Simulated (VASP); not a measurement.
# BeS (F-43m) in VASP: single point with PBE

Aim: the single point of BeS with PBE.

Program: VASP 6.6.1. These are calculated values, not measurements. Logs are shortened: lines on timing, memory, paths and dates and some standing lists are left out, and cuts for length are marked.

## (1) The cell of the first run

The structure is cubic, space group F-43m (No. 216). The conventional cell has a = 4.996 Å, b = 4.996 Å, c = 4.996 Å, α = 90.00°, β = 90.00°, γ = 90.00°. Within 2.9 Å of Be (site symmetry -43m) lie 4 S at 2.16 Å. S (site symmetry -43m) has 4 Be at 2.16 Å within 2.9 Å.

## (2) Single point, PBE (Se replaced by S, lengths x 0.958, strained)

INCAR

```
PREC = Accurate
ENCUT = 600
EDIFF = 1E-6
ISMEAR = 0
SIGMA = 0.1
LREAL = False
LASPH = True
NELM = 120
ALGO = Normal
ISIF = 2
LWAVE = False
LCHARG = False
GGA = PE
NBANDS = 11
GGA_COMPAT = False
```

KPOINTS

```
Automatic mesh
0
Gamma
  6 6 6
```

POSCAR

```
BeS
1.0
    0.0000000000      2.4979805500      2.4979805500
    2.4979805500      0.0000000000      2.4979805500
    2.4979805500      2.4979805500      0.0000000000
Be S
1 1
Direct
    0.0000000000      0.0000000000      0.0000000000
    0.7500000000      0.7500000000      0.7500000000
```

Potentials or basis: VASP PAW PBE potentials, release 64 (Be, S).

The run is started by

```console
$ cat potpaw_PBE.64/Be/POTCAR potpaw_PBE.64/S/POTCAR > POTCAR
$ mpirun -np 1 vasp_std > vasp.out
```

OUTCAR:

```text
PREC = Accurate
   ENCUT = 600
   EDIFF = 1E-6
   ISMEAR = 0
   LREAL = False
   LASPH = True
   NELM = 120
   ISIF = 2
   GGA = PE

 ion  position               nearest neighbor table
   1  0.000  0.000  0.000-   2 2.16   2 2.16   2 2.16   2 2.16
   2  0.750  0.750  0.750-   1 2.16   1 2.16   1 2.16   1 2.16

  LATTYP: Found a face centered cubic cell.
 ALAT       =     4.9959611000

  Lattice vectors:

 A1 = (   0.0000000000,   2.4979805500,   2.4979805500)
 A2 = (   2.4979805500,   0.0000000000,   2.4979805500)
 A3 = (   2.4979805500,   2.4979805500,   0.0000000000)

Analysis of symmetry for initial positions (statically):
=====================================================================
 Subroutine PRICEL returns:
 Original cell was already a primitive cell.

 Routine SETGRP: Setting up the symmetry group for a
 face centered cubic supercell.

 Subroutine GETGRP returns: Found 24 space group operations
 (whereof 24 operations were pure point group operations)
 out of a pool of 48 trial point group operations.

The static configuration has the point symmetry T_d .

Analysis of symmetry for dynamics (positions and initial velocities):
=====================================================================
 Subroutine PRICEL returns:
 Original cell was already a primitive cell.

 Routine SETGRP: Setting up the symmetry group for a
 face centered cubic supercell.

 Subroutine GETGRP returns: Found 24 space group operations
 (whereof 24 operations were pure point group operations)
 out of a pool of 48 trial point group operations.

The dynamic configuration has the point symmetry T_d .

 Subroutine INISYM returns: Found 24 space group operations
 (whereof 24 operations are pure point group operations),
 and found     1 'primitive' translations

----------------------------------------------------------------------------------------

                                     Primitive cell

  volume of cell :      31.1743

  direct lattice vectors                    reciprocal lattice vectors
     0.000000000  2.497980550  2.497980550    -0.200161687  0.200161687  0.200161687
     2.497980550  0.000000000  2.497980550     0.200161687 -0.200161687  0.200161687
     2.497980550  2.497980550  0.000000000     0.200161687  0.200161687 -0.200161687

  length of vectors
     3.532677972  3.532677972  3.532677972     0.346690211  0.346690211  0.346690211

  position of ions in fractional coordinates (direct lattice)
     0.000000000  0.000000000  0.000000000
     0.750000000  0.750000000  0.750000000

  ion indices of the primitive-cell ions
   primitive index   ion index
                 1           1
                 2           2

----------------------------------------------------------------------------------------

 KPOINTS: Automatic mesh

Automatic generation of k-mesh.
 Grid dimensions read from file:
 generate k-points for:    6    6    6

 Generating k-lattice:

  Cartesian coordinates                     Fractional coordinates (reciprocal lattice)
    -0.033360281  0.033360281  0.033360281     0.166666667  0.000000000  0.000000000
     0.033360281 -0.033360281  0.033360281     0.000000000  0.166666667  0.000000000
     0.033360281  0.033360281 -0.033360281     0.000000000  0.000000000  0.166666667

  Length of vectors
     0.057781702  0.057781702  0.057781702

  Shift w.r.t. Gamma in fractional coordinates (k-lattice)
     0.000000000  0.000000000  0.000000000

 Subroutine IBZKPT returns following result:
 ===========================================

 Found     16 irreducible k-points:

 Following reciprocal coordinates:
            Coordinates               Weight
  0.000000  0.000000  0.000000      1.000000
  0.166667  0.000000  0.000000      8.000000
  0.333333  0.000000  0.000000      8.000000
  0.500000  0.000000  0.000000      4.000000
  0.166667  0.166667  0.000000      6.000000
  0.333333  0.166667  0.000000     24.000000
[... 8 lines left out ...]
 -0.333333  0.333333  0.166667     24.000000
 -0.333333  0.500000  0.166667     12.000000
   k-points           NKPTS =     16   k-points in BZ     NKDIM =     16   number of bands    NBANDS=     11
   number of dos      NEDOS =    301   number of ions     NIONS =      2
   total plane-waves  NPLWV =  21952
   dimension x,y,z NGX =    28 NGY =   28 NGZ =   28
   dimension x,y,z NGXF=    56 NGYF=   56 NGZF=   56
   ions per type =               1   1
   NGX,Y,Z   is equivalent  to a cutoff of  13.18, 13.18, 13.18 a.u.
   NGXF,Y,Z  is equivalent  to a cutoff of  26.35, 26.35, 26.35 a.u.
 SYSTEM =  unknown system
   PREC   = accura    normal or accurate (medium, high low for compatibility)
   ISTART =      0    job   : 0-new  1-cont  2-samecut
   ICHARG =      2    charge: 1-file 2-atom 10-const
   ISPIN  =      1    spin polarized calculation?
   LNONCOLLINEAR =      F non collinear calculations
   LSORBIT =      F    spin-orbit coupling
   LASPH  =      T    aspherical Exc in radial PAW
   ENCUT  =  600.0 eV  44.10 Ry    6.64 a.u.   7.06  7.06  7.06*2*pi/ulx,y,z
   NELM   =    120;   NELMIN=  2; NELMDL= -5     # of ELM steps
   EDIFF  = 0.1E-05   stopping-criterion for ELM
   LREAL  =      F    real-space projection
   EDIFFG = 0.1E-04   stopping-criterion for IOM
   NSW    =      0    number of steps for IOM
   IBRION =     -1    ionic relax: 0-MD 1-quasi-New 2-CG
   NFREE  =      0    steps in history (QN), initial steepest desc. (CG)
   ISIF   =      2    stress and relaxation
   ISYM   =      2    0-nonsym 1-usesym 2-fastsym
   POTIM  = 0.5000    time-step for ionic-motion
   TEBEG  =    0.0;   TEEND  =   0.0 temperature during run
   PSTRESS=    0.0 pullay stress
   NELECT =       8.0000    total number of electrons
   NUPDOWN=      -1.0000    fix difference up-down
   EMIN   =  10.00;   EMAX   =-10.00  energy-range for DOS
   EFERMI =   0.00;   METHOD = LEGACY
   ISMEAR =     0;   SIGMA  =   0.10  broadening in eV -4-tet -1-fermi 0-gaus
   EFERMI_NEDOS =   21; number of points for ismear=-14 and -15
   IALGO  =     38    algorithm
   IMIX   =      4    mixing-type and parameters
     AMIX     =   0.40;   BMIX     =  1.00
     AMIX_MAG =   1.60;   BMIX_MAG =  1.00
  volume/ion in A,a.u.               =      15.59       105.19
  Fermi-wavevector in a.u.,A,eV,Ry     =   1.040333  1.965945 14.725491  1.082293
  Thomas-Fermi vector in A             =   2.174904
   LORBIT       =      0    0 simple, 1 ext, 2 COOP (PROOUT), +10 PAW based schemes
   GGA     = PE    functional components
   LHFCALC =     F    Hartree Fock is set to
   AEXX    =    0.0000 exact exchange contribution
   IVDW    =     0    specifies the selected vdW correction
   LEPSILON=     F    determine dielectric tensor
   LRPA    =     F    only Hartree local field effects (RPA)
 non-spin polarized calculation
 Gauss-broadening in eV      SIGMA  =   0.10
  energy-cutoff  :      600.00
  volume of cell :       31.17
 maximum number of plane-waves:      1056
   NGX = 15   NGY = 15   NGZ = 15

 number of electron       8.0000001 magnetization

 Free energy of the ion-electron system (eV)
  ---------------------------------------------------
  ext. energy  EPLUGINS =         0.00000000
  ---------------------------------------------------
  free energy    TOTEN  =        -9.96935031 eV

  energy without entropy =       -9.96935031  energy(sigma->0) =       -9.96935031

 E-fermi :   3.7429     XC(G=0):  -9.3666

 val. band max:        3.2971801669   @ k =   0.0000   0.0000   0.0000
 cond. band min:       6.5879130088   @ k =   0.5000   0.5000   0.0000
 fundamental gap:      3.2907328419
 Fermi energy:         3.7428991463

 k-point     1 :       0.0000    0.0000    0.0000
  band No.  band energies     occupation
      1      -9.8295      2.00000
      2       3.2972      2.00000
      3       3.2972      2.00000
      4       3.2972      2.00000
      5       8.4539      0.00000
      6       8.9849      0.00000
      7       8.9849      0.00000
      8       8.9849      0.00000
      9      15.9308      0.00000
     10      15.9308      0.00000
     11      17.4829      0.00000

 k-point     2 :       0.1667    0.0000    0.0000
  band No.  band energies     occupation
      1      -9.5558      2.00000
      2       1.5632      2.00000
      3       3.0133      2.00000
      4       3.0133      2.00000
      5       8.6176      0.00000
      6       9.4921      0.00000
      7       9.4921      0.00000
      8      10.5698      0.00000
      9      15.0692      0.00000
     10      15.0692      0.00000
     11      17.4091      0.00000

 k-point     3 :       0.3333    0.0000    0.0000
  band No.  band energies     occupation
      1      -8.8871      2.00000
      2      -0.8574      2.00000
      3       2.5644      2.00000
      4       2.5644      2.00000
      5       8.5087      0.00000
      6       9.9193      0.00000
      7       9.9193      0.00000
      8      13.0862      0.00000
      9      15.7043      0.00000
     10      15.7043      0.00000
     11      16.9860      0.00000

 k-point     4 :       0.5000    0.0000    0.0000
  band No.  band energies     occupation
      1      -8.4519      2.00000
      2      -1.9426      2.00000
      3       2.3788      2.00000
      4       2.3788      2.00000
      5       8.4486      0.00000
      6       9.8597      0.00000
      7       9.8597      0.00000
      8      14.0589      0.00000
      9      17.7185      0.00000
     10      17.8208      0.00000
     11      17.8208      0.00000

 k-point     5 :       0.1667    0.1667    0.0000
  band No.  band energies     occupation
      1      -9.4648      2.00000
      2       1.8340      2.00000
      3       2.4886      2.00000
      4       2.4886      2.00000
      5       8.3048      0.00000
      6       9.9612      0.00000
      7      10.3870      0.00000
      8      10.3870      0.00000
      9      13.5311      0.00000
     10      16.4893      0.00000
     11      18.5103      0.00000
[... 99 lines left out ...]
 k-point    13 :       0.5000    0.5000    0.0000
  band No.  band energies     occupation
      1      -7.9903      2.00000
      2      -1.2883      2.00000
      3       0.9476      2.00000
      4       0.9476      2.00000
      5       6.5879      0.00000
      6       8.2662      0.00000
      7      15.3611      0.00000
      8      15.3611      0.00000
      9      17.7226      0.00000
     10      19.3016      0.00000
     11      19.6451      0.00000

 k-point    14 :       0.5000    0.3333    0.1667
  band No.  band energies     occupation
      1      -8.4013      2.00000
      2      -0.7148      2.00000
      3       0.6252      2.00000
      4       1.6113      2.00000
      5       9.0046      0.00000
      6      10.3357      0.00000
      7      10.6977      0.00000
      8      13.1560      0.00000
      9      15.4036      0.00000
     10      17.3128      0.00000
     11      19.2286      0.00000

 k-point    15 :      -0.3333    0.3333    0.1667
  band No.  band energies     occupation
      1      -8.0890      2.00000
      2      -1.1070      2.00000
      3       0.1933      2.00000
      4       1.1939      2.00000
      5       9.4611      0.00000
      6      10.1224      0.00000
      7      12.2736      0.00000
      8      13.2649      0.00000
      9      14.1057      0.00000
     10      18.1048      0.00000
     11      18.9142      0.00000

 k-point    16 :      -0.3333    0.5000    0.1667
  band No.  band energies     occupation
      1      -7.9603      2.00000
      2      -0.9077      2.00000
      3       0.2462      2.00000
      4       0.4835      2.00000
      5       8.4455      0.00000
      6       9.8972      0.00000
      7      12.8671      0.00000
      8      13.3367      0.00000
      9      16.8629      0.00000
     10      17.2884      0.00000
     11      19.6297      0.00000

------------------------ aborting loop because EDIFF is reached ----------------------------------------

  FORCE on cell =-STRESS in cart. coord.  units (eV):
  Direction    XX          YY          ZZ          XY          YZ          ZX
  --------------------------------------------------------------------------------------
  -------------------------------------------------------------------------------------
  Total       -1.1344728     -1.1344728     -1.1344728     -0.0000000     -0.0000000      0.0000000
  in kB      -58.3052329    -58.3052329    -58.3052329     -0.0000000     -0.0000000      0.0000000
  external PRESSURE =     -58.3052329 kB  Pullay stress =       0.0000000 kB

 VOLUME and BASIS-vectors are now :
 -----------------------------------------------------------------------------
  energy-cutoff  :      600.00
  volume of cell :       31.17
      direct lattice vectors                 reciprocal lattice vectors
     0.000000000  2.497980550  2.497980550    -0.200161687  0.200161687  0.200161687
     2.497980550  0.000000000  2.497980550     0.200161687 -0.200161687  0.200161687
     2.497980550  2.497980550  0.000000000     0.200161687  0.200161687 -0.200161687

 POSITION                                       TOTAL-FORCE (eV/Angst)
 -----------------------------------------------------------------------------------
      0.00000      0.00000      0.00000         0.000000      0.000000      0.000000
      3.74697      3.74697      3.74697        -0.000000     -0.000000     -0.000000
 -----------------------------------------------------------------------------------
    total drift:                                0.000000      0.000000     -0.000000

  FREE ENERGIE OF THE ION-ELECTRON SYSTEM (eV)
  ---------------------------------------------------
  free  energy   TOTEN  =        -9.9693503063 eV

  energy  without entropy=       -9.9693503063  energy(sigma->0) =       -9.96935031
```

Wall time 5.4 s (1 thread of Intel Xeon Platinum 8375C at 2.90GHz (Ice Lake), shared host); peak memory 0.15 GiB.

Results:

```yaml
Free_energy: -9.9694 eV
Pressure: -5.8 GPa
Band_gap_on_the_k_mesh: 3.29 eV (least direct gap 5.16 eV)
```

Levels at points of the mesh, in eV from the valence-band top:
| k point | band 1 | band 2 | band 3 | band 4 | band 5 | band 6 | band 7 | band 8 |
| --- | --- | --- | --- | --- | --- | --- | --- | --- |
| (0.00, 0.00, 0.00) | -13.13 | 0.00 | 0.00 | 0.00 | 5.16 | 5.69 | 5.69 | 5.69 |
| (0.50, 0.00, 0.00) | -11.75 | -5.24 | -0.92 | -0.92 | 5.15 | 6.56 | 6.56 | 10.76 |
| (0.50, 0.50, 0.00) | -11.29 | -4.59 | -2.35 | -2.35 | 3.29 | 4.97 | 12.06 | 12.06 |

Caveat: the cell differs from its parent crystal (Se replaced by S, lengths x 0.958, strained); the cell stands under tension. A k mesh can miss the band edges.
